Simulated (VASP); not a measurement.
# TaN (P6_3mc) in VASP: single point with r2SCAN+U

Aim: the single point of TaN with r2SCAN+U.

Program: VASP 6.6.1. These are calculated values, not measurements. Logs are shortened: lines on timing, memory, paths and dates and some standing lists are left out, and cuts for length are marked.

### 1 The cell of the first run

The structure is hexagonal, space group P6_3mc (No. 186). Conventional cell: a = 3.050 Å, b = 3.050 Å, c = 4.940 Å, α = 90.00°, β = 90.00°, γ = 120.00°. Ta (site symmetry 3m) has 4 N at 1.85 to 1.90 Å within 2.5 Å. N (site symmetry 3m) has 4 Ta at 1.85 to 1.90 Å within 2.5 Å.

### 2 Single point, r2SCAN+U, collinear spin

Input file POSCAR:

```
TaN
1.0
    3.0500020400      0.0000000000      0.0000000000
   -1.5250010200      2.6413792500      0.0000000000
    0.0000000000      0.0000000000      9.8800030600
Ta N
4 4
Direct
    0.3333333333      0.6666666667      0.0000000000
    0.6666666667      0.3333333333      0.2500000000
    0.3333333333      0.6666666667      0.5000000000
    0.6666666667      0.3333333333      0.7500000000
    0.3333333333      0.6666666667      0.1925000000
    0.6666666667      0.3333333333      0.4425000000
    0.3333333333      0.6666666667      0.6925000000
    0.6666666667      0.3333333333      0.9425000000
```

Input file INCAR.step1:

```
PREC = Accurate
ENCUT = 520
ISMEAR = 0
SIGMA = 0.05
LREAL = F
LASPH = T
NELM = 150
ISPIN = 2
MAGMOM = 2 2 -2 -2 0 0 0 0
LMAXMIX = 4
LDAU = T
LDAUTYPE = 2
LDAUL = 2 -1
LDAUU = 3 0
LDAUJ = 0 0
NBANDS = 46
GGA = PE
ALGO = Normal
EDIFF = 1E-4
LWAVE = T
LCHARG = F
```

Input file INCAR.step2:

```
PREC = Accurate
ENCUT = 520
EDIFF = 1E-6
ISMEAR = 0
SIGMA = 0.05
LREAL = F
LASPH = T
NELM = 150
ALGO = Normal
ISIF = 2
LWAVE = F
LCHARG = T
ISPIN = 2
MAGMOM = 2 2 -2 -2 0 0 0 0
LORBIT = 11
LMAXMIX = 4
LDAU = T
LDAUTYPE = 2
LDAUL = 2 -1
LDAUU = 3 0
LDAUJ = 0 0
LDAUPRINT = 1
METAGGA = R2SCAN
LMIXTAU = T
LELF = T
LVHAR = T
NBANDS = 46
ISTART = 1
```

Input file KPOINTS:

```
Automatic mesh
0
Gamma
  7 7 2
```

Potentials or basis: VASP PAW PBE potentials, release 64 (Ta_pv, N).

On the command line:

```bash
$ cat potpaw_PBE.64/Ta_pv/POTCAR potpaw_PBE.64/N/POTCAR > POTCAR
$ cp INCAR.step1 INCAR
$ mpirun -np 1 vasp_std > vasp.out
$ cp INCAR.step2 INCAR
$ mpirun -np 1 vasp_std > vasp.out
```

OUTCAR:

```text
PREC = Accurate
   ENCUT = 520
   EDIFF = 1E-6
   ISMEAR = 0
   LREAL = F
   LASPH = T
   NELM = 150
   ISIF = 2
   ISPIN = 2
   LORBIT = 11
   METAGGA = R2SCAN
   ISTART = 1

 ion  position               nearest neighbor table
   1  0.333  0.667  0.000-   8 1.85   8 1.85   8 1.85   5 1.90   4 3.03   2 3.03   4 3.03   2 3.03
                             2 3.03   4 3.03
   2  0.667  0.333  0.250-   5 1.85   5 1.85   5 1.85   6 1.90   1 3.03   3 3.03   3 3.03   1 3.03
                             3 3.03   1 3.03
   3  0.333  0.667  0.500-   6 1.85   6 1.85   6 1.85   7 1.90   4 3.03   2 3.03   4 3.03   2 3.03
                             2 3.03   4 3.03
   4  0.667  0.333  0.750-   7 1.85   7 1.85   7 1.85   8 1.90   1 3.03   3 3.03   3 3.03   1 3.03
                             3 3.03   1 3.03
   5  0.333  0.667  0.193-   2 1.85   2 1.85   2 1.85   1 1.90
   6  0.667  0.333  0.443-   3 1.85   3 1.85   3 1.85   2 1.90
   7  0.333  0.667  0.693-   4 1.85   4 1.85   4 1.85   3 1.90
   8  0.667  0.333  0.943-   1 1.85   1 1.85   1 1.85   4 1.90
[... 7 lines left out ...]
 A1 = (   3.0500020400,   0.0000000000,   0.0000000000)
 A2 = (  -1.5250010200,   2.6413792500,   0.0000000000)
 A3 = (   0.0000000000,   0.0000000000,   9.8800030600)

Analysis of symmetry for initial positions (statically):
=====================================================================
 Subroutine PRICEL returns following result:

  LATTYP: Found a hexagonal cell.
 ALAT       =     3.0500020400
 C/A-ratio  =     1.6196715495
[... 12 lines left out ...]
 Subroutine GETGRP returns: Found 12 space group operations
 (whereof  6 operations were pure point group operations)
 out of a pool of 24 trial point group operations.

The static configuration has the point symmetry C_3v.
 The point group associated with its full space group is C_6v.

Analysis of symmetry for dynamics (positions and initial velocities):
=====================================================================
 Subroutine PRICEL returns following result:

  LATTYP: Found a hexagonal cell.
 ALAT       =     3.0500020400
 C/A-ratio  =     1.6196715495
[... 12 lines left out ...]
 Subroutine GETGRP returns: Found 12 space group operations
 (whereof  6 operations were pure point group operations)
 out of a pool of 24 trial point group operations.

The dynamic configuration has the point symmetry C_3v.
 The point group associated with its full space group is C_6v.

Analysis of structural, dynamic, and magnetic symmetry:
=====================================================================
 Subroutine PRICEL returns following result:

  LATTYP: Found a hexagonal cell.
 ALAT       =     3.0500020400
 C/A-ratio  =     1.6196715495
[... 12 lines left out ...]
 Subroutine GETGRP returns: Found  6 space group operations
 (whereof  6 operations were pure point group operations)
 out of a pool of 24 trial point group operations.

The overall configuration has the point symmetry C_3v.

 Subroutine INISYM returns: Found  6 space group operations
 (whereof  6 operations are pure point group operations),
 and found     2 'primitive' translations

----------------------------------------------------------------------------------------

                                     Primitive cell

  volume of cell :      39.7977

  direct lattice vectors                    reciprocal lattice vectors
     3.050002040  0.000000000  0.000000000     0.327868633  0.189295043  0.000000000
    -1.525001020  2.641379250  0.000000000     0.000000000  0.378590087  0.000000000
     0.000000000  0.000000000  4.940001530     0.000000000  0.000000000  0.202429087

  length of vectors
     3.050002040  3.050002042  4.940001530     0.378590087  0.378590087  0.202429087

  position of ions in fractional coordinates (direct lattice)
     0.333333333  0.666666667  0.000000000
     0.666666667  0.333333333  0.500000000
     0.333333333  0.666666667  0.385000000
     0.666666667  0.333333333  0.885000000

  ion indices of the primitive-cell ions
[... 93 lines left out ...]
 LDA+U is selected, type is set to LDAUTYPE =  2
   angular momentum for each species LDAUL =     2   -1
   U (eV)           for each species LDAUU =   3.0  0.0
   J (eV)           for each species LDAUJ =   0.0  0.0
   METAGGA = R2SCAN    functional components
   LHFCALC =     F    Hartree Fock is set to
   AEXX    =    0.0000 exact exchange contribution
   IVDW    =     0    specifies the selected vdW correction
   LEPSILON=     F    determine dielectric tensor
   LRPA    =     F    only Hartree local field effects (RPA)
 spin polarized calculation
 Gauss-broadening in eV      SIGMA  =   0.05
  energy-cutoff  :      520.00
  volume of cell :       79.60
 maximum number of plane-waves:      2166
 NGX is ok and might be reduce to    24
   NGX = 11   NGY = 11   NGZ = 37

 number of electron      64.0000001 magnetization       0.0000000

atom =   1  type =  1  l = 2

 onsite density matrix

spin component  1
[... 116 lines left out ...]
  o =  0.2136  v =  0.5579  0.0000 -0.0000  0.8299  0.0000  0.0000  0.0000  0.0000  0.0000  0.0000      0.0000  0.0000  0.0000  0.0000  0.0000  0.0000  0.0000  0.0000  0.0000  0.0000
  o =  0.2136  v =  0.0000  0.8299 -0.0000 -0.0000  0.5579  0.0000  0.0000  0.0000  0.0000  0.0000      0.0000  0.0000  0.0000  0.0000  0.0000  0.0000  0.0000  0.0000  0.0000  0.0000
  o =  0.2136  v =  0.0000  0.0000  0.0000  0.0000  0.0000  0.5579  0.0000 -0.0000  0.8299  0.0000      0.0000  0.0000  0.0000  0.0000  0.0000  0.0000  0.0000  0.0000  0.0000  0.0000
  o =  0.2136  v =  0.0000  0.0000  0.0000  0.0000  0.0000  0.0000  0.8299 -0.0000 -0.0000  0.5579      0.0000  0.0000  0.0000  0.0000  0.0000  0.0000  0.0000  0.0000  0.0000  0.0000
  o =  0.3388  v =  0.0000 -0.0000 -1.0000 -0.0000  0.0000  0.0000  0.0000  0.0000  0.0000  0.0000      0.0000  0.0000  0.0000  0.0000  0.0000  0.0000  0.0000  0.0000  0.0000  0.0000
  o =  0.3388  v =  0.0000  0.0000  0.0000  0.0000  0.0000  0.0000 -0.0000 -1.0000 -0.0000  0.0000      0.0000  0.0000  0.0000  0.0000  0.0000  0.0000  0.0000  0.0000  0.0000  0.0000
  o =  0.3605  v = -0.8299  0.0000 -0.0000  0.5579  0.0000  0.0000  0.0000  0.0000  0.0000  0.0000      0.0000  0.0000  0.0000  0.0000  0.0000  0.0000  0.0000  0.0000  0.0000  0.0000
  o =  0.3605  v =  0.0000  0.5579 -0.0000  0.0000 -0.8299  0.0000  0.0000  0.0000  0.0000  0.0000      0.0000  0.0000  0.0000  0.0000  0.0000  0.0000  0.0000  0.0000  0.0000  0.0000
  o =  0.3605  v =  0.0000  0.0000  0.0000  0.0000  0.0000 -0.8299  0.0000 -0.0000  0.5579  0.0000      0.0000  0.0000  0.0000  0.0000  0.0000  0.0000  0.0000  0.0000  0.0000  0.0000
  o =  0.3605  v =  0.0000  0.0000  0.0000  0.0000  0.0000  0.0000  0.5579 -0.0000  0.0000 -0.8299      0.0000  0.0000  0.0000  0.0000  0.0000  0.0000  0.0000  0.0000  0.0000  0.0000

 number of electron      64.0000001 magnetization      -0.0000000

 Free energy of the ion-electron system (eV)
  ---------------------------------------------------
  ext. energy  EPLUGINS =         0.00000000
  ---------------------------------------------------
  free energy    TOTEN  =      -214.55658655 eV

  energy without entropy =     -214.55187925  energy(sigma->0) =     -214.55423290

 E-fermi :  10.2126     XC(G=0): -14.6266

 val. band max:       10.0503096856   @ k =   0.4286   0.0000   0.5000
 cond. band min:      10.2304455749   @ k =   0.1429   0.1429   0.0000
 fundamental gap:      0.1801358893
 Fermi energy:        10.2125723326

 spin component 1

 k-point     1 :       0.0000    0.0000    0.0000
  band No.  band energies     occupation
      1     -27.8595      1.00000
      2     -27.2080      1.00000
      3     -27.2080      1.00000
      4     -26.6909      1.00000
      5     -26.6909      1.00000
      6     -26.5937      1.00000
[... 741 lines left out ...]
     43      17.1024      0.00000
     44      17.1024      0.00000
 Fermi energy:        10.2125723326

 spin component 2

 k-point     1 :       0.0000    0.0000    0.0000
  band No.  band energies     occupation
      1     -27.8595      1.00000
      2     -27.2080      1.00000
      3     -27.2080      1.00000
      4     -26.6909      1.00000
      5     -26.6909      1.00000
      6     -26.5937      1.00000
[... 741 lines left out ...]
     43      17.1024      0.00000
     44      17.1024      0.00000
 [bands above 44 left out]

------------------------ aborting loop because EDIFF is reached ----------------------------------------

  FORCE on cell =-STRESS in cart. coord.  units (eV):
  Direction    XX          YY          ZZ          XY          YZ          ZX
  --------------------------------------------------------------------------------------
  -------------------------------------------------------------------------------------
  Total       78.3944687     78.3944688     68.1127471      0.0000000      0.0000000      0.0000000
  in kB     1578.0037565   1578.0037586   1371.0427854      0.0000000      0.0000000      0.0000000
  external PRESSURE =    1509.0167668 kB  Pullay stress =       0.0000000 kB

 VOLUME and BASIS-vectors are now :
 -----------------------------------------------------------------------------
  energy-cutoff  :      520.00
  volume of cell :       79.60
      direct lattice vectors                 reciprocal lattice vectors
     3.050002040  0.000000000  0.000000000     0.327868633  0.189295043  0.000000000
    -1.525001020  2.641379250  0.000000000     0.000000000  0.378590087  0.000000000
     0.000000000  0.000000000  9.880003060     0.000000000  0.000000000  0.101214544

 POSITION                                       TOTAL-FORCE (eV/Angst)
 -----------------------------------------------------------------------------------
     -0.00000      1.76092      0.00000         0.000000     -0.000000      2.484398
      1.52500      0.88046      2.47000        -0.000000     -0.000000      2.484395
     -0.00000      1.76092      4.94000         0.000000     -0.000000      2.484398
      1.52500      0.88046      7.41000        -0.000000     -0.000000      2.484395
     -0.00000      1.76092      1.90190        -0.000000      0.000000     -2.484397
      1.52500      0.88046      4.37190         0.000000     -0.000000     -2.484396
     -0.00000      1.76092      6.84190        -0.000000      0.000000     -2.484397
      1.52500      0.88046      9.31190         0.000000     -0.000000     -2.484396
 -----------------------------------------------------------------------------------
    total drift:                                0.000000      0.000000      0.001597

  FREE ENERGIE OF THE ION-ELECTRON SYSTEM (eV)
  ---------------------------------------------------
  free  energy   TOTEN  =      -214.5565865470 eV

  energy  without entropy=     -214.5518792530  energy(sigma->0) =     -214.55423290

 total charge

# of ion       s       p       d       tot
------------------------------------------
    1        0.417   6.430   2.903   9.750
    2        0.417   6.430   2.903   9.750
    3        0.417   6.430   2.903   9.750
    4        0.417   6.430   2.903   9.750
    5        1.311   2.800   0.000   4.111
    6        1.311   2.800   0.000   4.111
    7        1.311   2.800   0.000   4.111
    8        1.311   2.800   0.000   4.111
--------------------------------------------------
tot          6.911  36.922  11.611  55.444

 magnetization (x)

# of ion       s       p       d       tot
------------------------------------------
    1        0.000   0.000   0.000   0.000
    2       -0.000   0.000   0.000   0.000
    3       -0.000  -0.000  -0.000  -0.000
    4        0.000  -0.000  -0.000  -0.000
    5       -0.000  -0.000   0.000  -0.000
    6        0.000   0.000   0.000   0.000
    7        0.000   0.000   0.000   0.000
    8       -0.000  -0.000   0.000  -0.000
--------------------------------------------------
tot          0.000   0.000   0.000   0.000
```

It took 5.6 min on 1 thread of Intel Xeon Platinum 8259CL at 2.50GHz (Skylake/Cascade Lake), shared host; peak memory 0.29 GiB.

Results:

* Free energy: -214.5566 eV
* Pressure: 150.9 GPa
* Largest force: 2.484 eV/Å
* Band gap on the k mesh: zero (filled and empty bands overlap)
* Net moment: 0.00 μB per cell
* Valence electrons inside the program's atomic spheres: Ta 9.75; N 4.11

Forces on the atoms (eV/Å):
```
Ta   0.000  0.000  2.484
Ta   0.000  0.000  2.484
Ta   0.000  0.000  2.484
Ta   0.000  0.000  2.484
N    0.000  0.000 -2.484
N    0.000  0.000 -2.484
N    0.000  0.000 -2.484
N    0.000  0.000 -2.484
```

Stress tensor (GPa, compression positive):
```
157.80   0.00   0.00
  0.00 157.80   0.00
  0.00   0.00 137.10
```

Eigenvalues of the final occupation matrices:
| site | spin | trace | eigenvalues |
| --- | --- | --- | --- |
| site 1 d | 1 | 1.49 | 0.21 0.21 0.34 0.36 0.36 |
| site 1 d | 2 | 1.49 | 0.21 0.21 0.34 0.36 0.36 |
| site 2 d | 1 | 1.49 | 0.21 0.21 0.34 0.36 0.36 |
| site 2 d | 2 | 1.49 | 0.21 0.21 0.34 0.36 0.36 |
| site 3 d | 1 | 1.49 | 0.21 0.21 0.34 0.36 0.36 |
| site 3 d | 2 | 1.49 | 0.21 0.21 0.34 0.36 0.36 |
| site 4 d | 1 | 1.49 | 0.21 0.21 0.34 0.36 0.36 |
| site 4 d | 2 | 1.49 | 0.21 0.21 0.34 0.36 0.36 |

Caveat: the cell stands under pressure; the PAW data sets were made with another functional, which shifts forces and pressure a little; spin-orbit coupling is left out, which moves the levels of the heavy elements.
